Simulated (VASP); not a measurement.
# Zn (Im-3m) in VASP: single point with r2SCAN

Aim: the single point of Zn with r2SCAN.

All numbers are computed with VASP 6.6.1; they aren't measurements. Logs are shortened: lines on timing, memory, paths and dates and some standing lists are left out, and cuts for length are marked.

**1. The cell of the first run**

It takes space group Im-3m (No. 229, cubic). Conventional cell: a = 3.138 Å, b = 3.138 Å, c = 3.138 Å, α = 90.00°, β = 90.00°, γ = 90.00°. Within 3.6 Å of Zn (site symmetry m-3m) lie 14 Zn at 2.72 to 3.14 Å.

**2. Single point, r2SCAN**

POSCAR reads:

```
Zn
1.0
   -1.5690370000      1.5690370000      1.5690370000
    1.5690370000     -1.5690370000      1.5690370000
    1.5690370000      1.5690370000     -1.5690370000
Zn
1
Direct
    0.0000000000      0.0000000000      0.0000000000
```

INCAR.step1 reads:

```
PREC = Accurate
ENCUT = 550
ISMEAR = 0
SIGMA = 0.1
LREAL = False
LASPH = True
NELM = 120
NBANDS = 12
GGA = PE
ALGO = Normal
EDIFF = 1E-5
LWAVE = True
LCHARG = False
GGA_COMPAT = False
```

INCAR.step2 reads:

```
PREC = Accurate
ENCUT = 550
EDIFF = 1E-6
ISMEAR = 0
SIGMA = 0.1
LREAL = False
LASPH = True
NELM = 120
ALGO = Normal
ISIF = 2
LWAVE = False
LCHARG = False
METAGGA = R2SCAN
LMIXTAU = True
NBANDS = 12
ISTART = 1
GGA_COMPAT = False
```

KPOINTS reads:

```
regular mesh
0
Gamma
  8 8 8
```

Potentials or basis: VASP PAW PBE potentials, release 64 (Zn).

Launch:

```sh
> cat potpaw_PBE.64/Zn/POTCAR > POTCAR
> cp INCAR.step1 INCAR
> mpirun -np 1 vasp_std > vasp.out
> cp INCAR.step2 INCAR
> mpirun -np 1 vasp_std > vasp.out
```

OUTCAR:

```text
PREC = Accurate
   ENCUT = 550
   EDIFF = 1E-6
   ISMEAR = 0
   LREAL = False
   LASPH = True
   NELM = 120
   ISIF = 2
   METAGGA = R2SCAN
   ISTART = 1

 ion  position               nearest neighbor table
   1  0.000  0.000  0.000-

  LATTYP: Found a body centered cubic cell.
 ALAT       =     3.1380740000

  Lattice vectors:

 A1 = (  -1.5690370000,   1.5690370000,   1.5690370000)
 A2 = (   1.5690370000,  -1.5690370000,   1.5690370000)
 A3 = (   1.5690370000,   1.5690370000,  -1.5690370000)

Analysis of symmetry for initial positions (statically):
=====================================================================
 Subroutine PRICEL returns:
 Original cell was already a primitive cell.

 Routine SETGRP: Setting up the symmetry group for a
 body centered cubic supercell.

 Subroutine GETGRP returns: Found 48 space group operations
 (whereof 48 operations were pure point group operations)
 out of a pool of 48 trial point group operations.

The static configuration has the point symmetry O_h .

Analysis of symmetry for dynamics (positions and initial velocities):
=====================================================================
 Subroutine PRICEL returns:
 Original cell was already a primitive cell.

 Routine SETGRP: Setting up the symmetry group for a
 body centered cubic supercell.

 Subroutine GETGRP returns: Found 48 space group operations
 (whereof 48 operations were pure point group operations)
 out of a pool of 48 trial point group operations.

The dynamic configuration has the point symmetry O_h .

 Subroutine INISYM returns: Found 48 space group operations
 (whereof 48 operations are pure point group operations),
 and found     1 'primitive' translations

----------------------------------------------------------------------------------------

                                     Primitive cell

  volume of cell :      15.4511

  direct lattice vectors                    reciprocal lattice vectors
    -1.569037000  1.569037000  1.569037000     0.000000000  0.318666800  0.318666800
     1.569037000 -1.569037000  1.569037000     0.318666800  0.000000000  0.318666800
     1.569037000  1.569037000 -1.569037000     0.318666800  0.318666800  0.000000000

  length of vectors
[... 79 lines left out ...]
   NELM   =    120;   NELMIN=  2; NELMDL=  0     # of ELM steps
   EDIFF  = 0.1E-05   stopping-criterion for ELM
   LREAL  =      F    real-space projection
   EDIFFG = 0.1E-04   stopping-criterion for IOM
   NSW    =      0    number of steps for IOM
   IBRION =     -1    ionic relax: 0-MD 1-quasi-New 2-CG
   NFREE  =      0    steps in history (QN), initial steepest desc. (CG)
   ISIF   =      2    stress and relaxation
   ISYM   =      2    0-nonsym 1-usesym 2-fastsym
   POTIM  = 0.5000    time-step for ionic-motion
   TEBEG  =    0.0;   TEEND  =   0.0 temperature during run
   PSTRESS=    0.0 pullay stress
   NELECT =      12.0000    total number of electrons
   NUPDOWN=      -1.0000    fix difference up-down
   EMIN   =  10.00;   EMAX   =-10.00  energy-range for DOS
   EFERMI =   0.00;   METHOD = LEGACY
   ISMEAR =     0;   SIGMA  =   0.10  broadening in eV -4-tet -1-fermi 0-gaus
   EFERMI_NEDOS =   21; number of points for ismear=-14 and -15
   IALGO  =     38    algorithm
   IMIX   =      4    mixing-type and parameters
     AMIX     =   0.40;   BMIX     =  1.00
     AMIX_MAG =   1.60;   BMIX_MAG =  1.00
  volume/ion in A,a.u.               =      15.45       104.27
  Fermi-wavevector in a.u.,A,eV,Ry     =   1.504811  2.843681 30.809811  2.264457
  Thomas-Fermi vector in A             =   2.615742
   LORBIT       =      0    0 simple, 1 ext, 2 COOP (PROOUT), +10 PAW based schemes
   METAGGA = R2SCAN    functional components
   LHFCALC =     F    Hartree Fock is set to
   AEXX    =    0.0000 exact exchange contribution
   IVDW    =     0    specifies the selected vdW correction
   LEPSILON=     F    determine dielectric tensor
   LRPA    =     F    only Hartree local field effects (RPA)
 non-spin polarized calculation
 Gauss-broadening in eV      SIGMA  =   0.10
  energy-cutoff  :      550.00
  volume of cell :       15.45
 maximum number of plane-waves:       466
 NGX is ok and might be reduce to    24
   NGX = 11   NGY = 11   NGZ = 11

 number of electron      11.9999995 magnetization

 Free energy of the ion-electron system (eV)
  ---------------------------------------------------
  ext. energy  EPLUGINS =         0.00000000
  ---------------------------------------------------
  free energy    TOTEN  =        -8.77659748 eV

  energy without entropy =       -8.77433994  energy(sigma->0) =       -8.77546871

 E-fermi :   2.7755     XC(G=0): -12.5936

 val. band max:        2.7464892126   @ k =   0.5000   0.5000   0.2500
 cond. band min:       3.0974295339   @ k =   0.3750   0.2500   0.0000
 fundamental gap:      0.3509403213
 Fermi energy:         2.7755255438

 k-point     1 :       0.0000    0.0000    0.0000
  band No.  band energies     occupation
      1      -7.8685      2.00000
      2      -5.1358      2.00000
      3      -5.1358      2.00000
      4      -5.1358      2.00000
      5      -4.6363      2.00000
      6      -4.6363      2.00000
      7      23.1071      0.00000
      8      23.1071      0.00000
      9      23.1071      0.00000
     10      24.6739      0.00000
     11      24.6739      0.00000
     12      24.6739      0.00000
[... 331 lines left out ...]
 k-point    24 :      -0.3750    0.3750    0.2500
  band No.  band energies     occupation
      1      -5.4034      2.00000
      2      -5.2790      2.00000
      3      -4.9330      2.00000
      4      -4.7799      2.00000
      5      -4.4821      2.00000
      6      -0.5474      2.00000
      7       7.6841      0.00000
      8      10.5718      0.00000
      9      13.3273      0.00000
     10      16.2157      0.00000
     11      24.0170      0.00000
     12      27.4834      0.00000

 [... further k-points ...]
[... 5 lines left out ...]
  --------------------------------------------------------------------------------------
  -------------------------------------------------------------------------------------
  Total       -0.5300829     -0.5300829     -0.5300829      0.0000000      0.0000000      0.0000000
  in kB      -54.9660912    -54.9660912    -54.9660912      0.0000000      0.0000000      0.0000000
  external PRESSURE =     -54.9660912 kB  Pullay stress =       0.0000000 kB

 VOLUME and BASIS-vectors are now :
 -----------------------------------------------------------------------------
  energy-cutoff  :      550.00
  volume of cell :       15.45
      direct lattice vectors                 reciprocal lattice vectors
    -1.569037000  1.569037000  1.569037000     0.000000000  0.318666800  0.318666800
     1.569037000 -1.569037000  1.569037000     0.318666800  0.000000000  0.318666800
     1.569037000  1.569037000 -1.569037000     0.318666800  0.318666800  0.000000000

 POSITION                                       TOTAL-FORCE (eV/Angst)
 -----------------------------------------------------------------------------------
      0.00000      0.00000      0.00000         0.000000     -0.000000      0.000000
 -----------------------------------------------------------------------------------
    total drift:                                0.000000      0.000000     -0.000000

  FREE ENERGIE OF THE ION-ELECTRON SYSTEM (eV)
  ---------------------------------------------------
  free  energy   TOTEN  =        -8.7765974774 eV

  energy  without entropy=       -8.7743399384  energy(sigma->0) =       -8.77546871
```

It took 9.8 s on 1 thread of Intel Xeon 6975P-C (Granite Rapids), shared host; peak memory 0.14 GiB.

What came out:

| Item | Value |
| --- | --- |
| Free energy | -8.7766 eV |
| Pressure | -5.5 GPa |
| Band gap on the k mesh | zero (band 6 reaches 7.42 eV, above the bottom of band 7 at 2.02 eV) |

Levels at points of the mesh, in eV from the Fermi level:
```
           k point  band 4  band 5  band 6  band 7  band 8  band 9
(0.00, 0.00, 0.00)   -7.91   -7.41   -7.41   20.33   20.33   20.33
(0.50, 0.00, 0.00)   -7.38   -7.07   -2.66   -0.75   12.19   13.57
(0.50, 0.50, 0.50)   -7.15   -7.15    4.64    4.64    4.64    8.37
```

Caveat: the PAW data sets were made with another functional, which shifts forces and pressure a little.
